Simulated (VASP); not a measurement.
Here is a VASP 6.6.1 calculation.

File INCAR:

```
PREC     = Accurate       # precision mode
ENCUT    = 520            # plane-wave cutoff, eV
EDIFF    = 1E-7           # SCF threshold, eV
ISMEAR   = 0              # smearing method
SIGMA    = 0.01           # smearing width, eV
LREAL    = False          # projectors in reciprocal space
LASPH    = True           # aspherical terms in the spheres
NELM     = 60             # most SCF steps
ALGO     = Normal         # electronic algorithm
ISIF     = 2              # what is computed and relaxed
LWAVE    = False          # write WAVECAR
LCHARG   = False          # write CHGCAR
GGA      = PE             # functional
NBANDS   = 16             # bands
```

Contents of KPOINTS:

```
regular mesh
0
Gamma
  4 4 4
```

POSCAR

```
SiC
1.0
    1.5913504160      0.9187665911      5.4929971631
   -1.5913504160      0.9187665911      5.4929971631
    0.0000000000     -1.8375331821      5.4929971631
C Si
2 2
Direct
    0.4491910688      0.4491910688      0.4491910688
    0.5508089312      0.5508089312      0.5508089312
    0.9254740592      0.9254740592      0.9254740592
    0.0745259408      0.0745259408      0.0745259408
```

Potentials or basis: VASP PAW PBE potentials, release 64 (C, Si).

The run is started by

```console
$ cat potpaw_PBE.64/C/POTCAR potpaw_PBE.64/Si/POTCAR > POTCAR
$ mpirun -np 1 vasp_std > vasp.out
```

(1) Predict the pressure.

(2) Predict the band gap on the k mesh.

(3) Estimate the largest force.

## Answers

(1) -13.5 GPa.

(2) 0.61 eV, indirect (least direct gap 1.89 eV).

(3) 0.342 eV/Å.

Caveat: the k points lie up to 0.58 Å⁻¹ apart.
